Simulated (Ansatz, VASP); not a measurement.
# In in VASP and in Ansatz

Contents of INCAR:

```
SYSTEM = In
  PREC = Accurate
  ENCUT = 520
  EDIFF = 1E-7
  ISMEAR = -1
  SIGMA = 0.05
  LREAL = .FALSE.
  LASPH = .TRUE.
  NELM = 60
  ALGO = Normal
  ISIF = 2
  LWAVE = .FALSE.
  LCHARG = .FALSE.
  NBANDS = 12
```

The input KPOINTS:

```
Automatic mesh
0
G
  14 14 14
  0 0 0
```

The input POSCAR:

```
In
1.0
   -1.6056495000      1.6303890000      2.4739500000
    1.6303890000     -1.6056495000      2.4739500000
    1.6219110000      1.6219110000     -2.4576885000
In
1
Direct
    0.0000000000      0.0000000000      0.0000000000
```

Input for Ansatz:

```yaml
crystal:
  lattice:
    - [-1.6056495, 1.630389, 2.47395]
    - [1.630389, -1.6056495, 2.47395]
    - [1.621911, 1.621911, -2.4576885]
  atoms:
    - { symbol: In, position: [0.0, 0.0, 0.0] }
kpoints:
  mp_grid: { grid: [14, 14, 14] }
  band_path:
    path:
      - [0.0, 0.0, 0.0]
      - [0.5, 0.5, -0.5]
      - [0.7811816041, 0.2188183959, -0.5]
      - [0.2188183959, -0.2188183959, -0.5]
      - [0.0, 0.0, -0.5]
      - [0.0, 0.0, 0.0]
      - [0.5, -0.5, 0.0]
      - [0.5, 0.0, -0.5]
      - [0.0, 0.0, 0.0]
    npoints: 5
scf:
  occupations: { method: fermi_dirac, width: 0.05 }
hamiltonian:
  xc: lda
  pseudopotentials: { kind: all_electron, lapw: { basis_error: 0.0005 } }
output:
  forces: true
  stress: true
  eigenvalues: true
```

Change from the starting cell: equal xy, yz and zx shear strains of +1 %.

Alike in both runs: task single point; functional LDA; k mesh 14 × 14 × 14; occupations fermi-dirac, width 0.05 eV; no spin polarisation.

|  | VASP | Ansatz |
| --- | --- | --- |
| version | VASP 6.6.1 | Ansatz 0.2.0 |
| potentials or method | VASP PAW LDA potentials, release 64 (In_d), cutoff 520 eV | all-electron LAPW, scalar-relativistic |

```csv
,VASP,Ansatz,Ansatz less VASP
pressure (GPa),-2.7,-2.7,+0.01
"traceless stress, the component that is largest in VASP (GPa)",0.26,0.25,-0.005
```

LDA's correlation is that of Perdew and Zunger in VASP and of Perdew and Wang (1992) in Ansatz. Ansatz ran all-electron here, and VASP with PAW potentials.
